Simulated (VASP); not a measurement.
# SiO2 in VASP: settings compared, part 2 of 2

VASP 6.6.1. The steps go on from the part before.

### Step 4. Single point, PBE (strained)

The input, INCAR:

```
PREC     = Accurate       # precision mode
ENCUT    = 520            # plane-wave cutoff, eV
EDIFF    = 1E-7           # SCF threshold, eV
ISMEAR   = 0              # smearing method
SIGMA    = 0.02           # smearing width, eV
LREAL    = F              # projectors in reciprocal space
LASPH    = T              # aspherical terms in the spheres
NELM     = 60             # most SCF steps
ALGO     = Normal         # electronic algorithm
ISIF     = 2              # what is computed and relaxed
LWAVE    = F              # write WAVECAR
LCHARG   = F              # write CHGCAR
GGA      = PE             # functional
NBANDS   = 25             # bands
```

The input, KPOINTS:

```
Automatic mesh
0
Gamma
  6 6 6
```

The input, POSCAR:

```
SiO2
1.0
    0.0000000000      3.5674048000      3.5674048000
    3.5674048000      0.0000000000      3.5674048000
    3.5674048000      3.5674048000      0.0000000000
Si O
2 4
Direct
    0.5000000000      0.5000000000      0.5000000000
    0.7500000000      0.7500000000      0.7500000000
    0.6250000000      0.6250000000      0.6250000000
    0.1250000000      0.6250000000      0.6250000000
    0.6250000000      0.6250000000      0.1250000000
    0.6250000000      0.1250000000      0.6250000000
```

Command:

```
cat potpaw_PBE.64/Si/POTCAR potpaw_PBE.64/O/POTCAR > POTCAR
mpirun -np 1 vasp_std > vasp.out
```

It took 71 s on 1 thread of Intel Xeon 8259CL, shared host; peak memory 0.24 GiB.

It converged, with:

```
Free energy            : -46.4770 eV
Pressure               : 25.4 GPa
Band gap on the k mesh : 5.67 eV (least direct gap 5.68 eV)
```

Levels at points of the mesh, in eV from the valence-band top:
```
           k point  band 12  band 13  band 14  band 15  band 16  band 17  band 18  band 19  band 20  band 21
(0.00, 0.00, 0.00)    -2.31    -2.31    -0.01    -0.01    -0.01     5.67     9.34     9.34     9.34    10.88
(0.50, 0.00, 0.00)    -2.28    -2.28    -1.15    -1.15     0.00     8.26     8.32     9.05    11.17    11.17
(0.50, 0.50, 0.00)    -2.80    -1.67    -1.67    -0.77    -0.77     8.64     8.64    11.77    11.77    11.77
```

Caveat: the cell differs from its parent crystal (strained); the cell stands under pressure. A k mesh can miss the band edges.

### Step 5. Single point, PBE (strained and its atoms moved)

The input, INCAR:

```
SYSTEM = SiO2
PREC = Accurate ; ENCUT = 520
EDIFF = 1E-7 ; ISMEAR = 0
SIGMA = 0.02 ; LREAL = .False.
LASPH = .True. ; NELM = 100
ALGO = Normal ; ISIF = 2
LWAVE = .False. ; LCHARG = .False.
GGA = PE ; NBANDS = 25
```

The input, KPOINTS:

```
Automatic mesh
0
Gamma
  6 6 6
  0 0 0
```

The input, POSCAR:

```
SiO2
1.0
    0.0000000000      3.6163192000      3.6163192000
    3.6163192000      0.0000000000      3.6163192000
    3.6163192000      3.6163192000      0.0000000000
Si O
2 4
Direct
    0.5000000000      0.5000000000      0.5000000000
    0.7500000000      0.7500000000      0.7500000000
    0.6309587650      0.6309587650      0.6309587650
    0.1071237050      0.6309587650      0.6309587650
    0.6309587650      0.6309587650      0.1071237050
    0.6309587650      0.1071237050      0.6309587650
```

Command:

```
cat potpaw_PBE.64/Si/POTCAR potpaw_PBE.64/O/POTCAR > POTCAR
mpirun -np 1 vasp_std > vasp.out
```

Wall time 68 s (1 thread of Intel Xeon 8259CL, shared host); peak memory 0.23 GiB.

It converged, with:

```yaml
Free_energy: -45.7884 eV
Pressure: 20.3 GPa
Largest_force: 8.005 eV/Å
Band_gap_on_the_k_mesh: 5.55 eV (least direct gap 5.55 eV)
```

Forces on the atoms (eV/Å):
```
Si   0.000  0.000  0.000
Si   0.000  0.000  0.000
O   -4.622 -4.622 -4.622
O   -4.622  4.622  4.622
O    4.622  4.622 -4.622
O    4.622 -4.622  4.622
```

Levels at points of the mesh, in eV from the valence-band top:
```csv
k point,band 14,band 15,band 16,band 17,band 18,band 19
"(0.00, 0.00, 0.00)",-0.01,-0.01,-0.01,5.55,8.92,8.92
"(0.50, 0.00, 0.00)",-1.05,-1.05,0.00,7.95,7.99,8.81
"(0.50, 0.50, 0.00)",-1.31,-0.72,-0.72,8.11,8.68,10.01
```

Caveat: the cell differs from its parent crystal (strained and its atoms moved); the cell stands under pressure; forces of over 1 eV/Å act on the atoms, so gaps and moduli don't describe the material at rest. A k mesh can miss the band edges.

### Step 6. Single point, r2SCAN (strained)

The input, POSCAR:

```
SiO2
1.0
    0.0000000000      3.7253620000      3.7253620000
    3.7253620000      0.0000000000      3.7253620000
    3.7253620000      3.7253620000      0.0000000000
Si O
2 4
Direct
    0.5000000000      0.5000000000      0.5000000000
    0.7500000000      0.7500000000      0.7500000000
    0.6250000000      0.6250000000      0.6250000000
    0.1250000000      0.6250000000      0.6250000000
    0.6250000000      0.6250000000      0.1250000000
    0.6250000000      0.1250000000      0.6250000000
```

The input, INCAR.step1:

```
SYSTEM = SiO2
ALGO     = Normal         ! electronic algorithm
EDIFF    = 1E-4           ! SCF threshold, eV
ENCUT    = 520            ! plane-wave cutoff, eV
GGA      = PE             ! functional
ISMEAR   = 0              ! smearing method
LASPH    = .TRUE.         ! aspherical terms in the spheres
LCHARG   = .FALSE.        ! write CHGCAR
LREAL    = .FALSE.        ! projectors in reciprocal space
LWAVE    = .TRUE.         ! write WAVECAR
NBANDS   = 25             ! bands
NELM     = 60             ! most SCF steps
PREC     = Accurate       ! precision mode
SIGMA    = 0.02           ! smearing width, eV
```

The input, INCAR.step2:

```
SYSTEM = SiO2
ALGO     = Normal         ! electronic algorithm
EDIFF    = 1E-6           ! SCF threshold, eV
ENCUT    = 520            ! plane-wave cutoff, eV
ISIF     = 2              ! what is computed and relaxed
ISMEAR   = 0              ! smearing method
ISTART   = 1            
LASPH    = .TRUE.         ! aspherical terms in the spheres
LCHARG   = .FALSE.        ! write CHGCAR
LMIXTAU  = .TRUE.       
LREAL    = .FALSE.        ! projectors in reciprocal space
LWAVE    = .FALSE.        ! write WAVECAR
METAGGA  = R2SCAN         ! meta-GGA
NBANDS   = 25             ! bands
NELM     = 60             ! most SCF steps
PREC     = Accurate       ! precision mode
SIGMA    = 0.02           ! smearing width, eV
```

The input, KPOINTS:

```
k-points
0
G
  6 6 6
  0 0 0
```

Potentials or basis: VASP PAW PBE potentials, release 64 (Si, O).

Command:

```
cat potpaw_PBE.64/Si/POTCAR potpaw_PBE.64/O/POTCAR > POTCAR
cp INCAR.step1 INCAR
mpirun -np 1 vasp_std > vasp.out
cp INCAR.step2 INCAR
mpirun -np 1 vasp_std > vasp.out
```

Run time: 4 min. Hardware: 1 thread of Intel Xeon 8259CL, shared host; peak memory 0.26 GiB.

The run converged. Its results:

* Free energy: -59.4854 eV
* Pressure: -2.9 GPa
* Band gap on the k mesh: 5.99 eV (least direct gap 6.00 eV)

Levels at points of the mesh, in eV from the valence-band top:
```csv
k point,band 12,band 13,band 14,band 15,band 16,band 17,band 18,band 19,band 20,band 21
"(0.00, 0.00, 0.00)",-2.06,-2.06,-0.01,-0.01,-0.01,5.99,9.54,9.57,9.57,9.57
"(0.50, 0.00, 0.00)",-1.97,-1.97,-0.99,-0.99,0.00,8.34,8.58,9.23,11.20,11.20
"(0.50, 0.50, 0.00)",-2.45,-1.42,-1.42,-0.66,-0.66,8.89,8.89,11.23,11.23,11.96
```

Caveat: the cell differs from its parent crystal (strained); the PAW data sets were made with another functional, which shifts forces and pressure a little. A k mesh can miss the band edges.

### Step 7. Summary

```tsv
level	cell	gap on the mesh (eV)	pressure (GPa)
PBE	a = 4.973 Å, angles 60.0°, 6 atoms, strained	5.69	36.5
PBE	a = 5.051 Å, angles 60.0°, 6 atoms, strained	5.67	24.6
PBE	a = 5.045 Å, angles 60.0°, 6 atoms, strained	5.67	25.4
PBE	a = 5.114 Å, angles 60.0°, 6 atoms, strained and its atoms moved	5.55	20.3
r2SCAN	a = 5.268 Å, angles 60.0°, 6 atoms, strained	5.99	-2.9
```

Alike in all rows: task single point; potentials or basis VASP PAW PBE potentials, release 64 (Si, O); no spin polarisation; k mesh 6 × 6 × 6; cutoff (eV) 520; smearing gaussian 0.02 eV.

Caveats: the cell stands under pressure (at least some runs); forces of over 1 eV/Å act on the atoms, so gaps and moduli don't describe the material at rest (at least some runs); the PAW data sets were made with another functional, which shifts forces and pressure a little (at least some runs).

Total energies depend on the potentials used, so only differences within one code and one set of settings carry meaning.
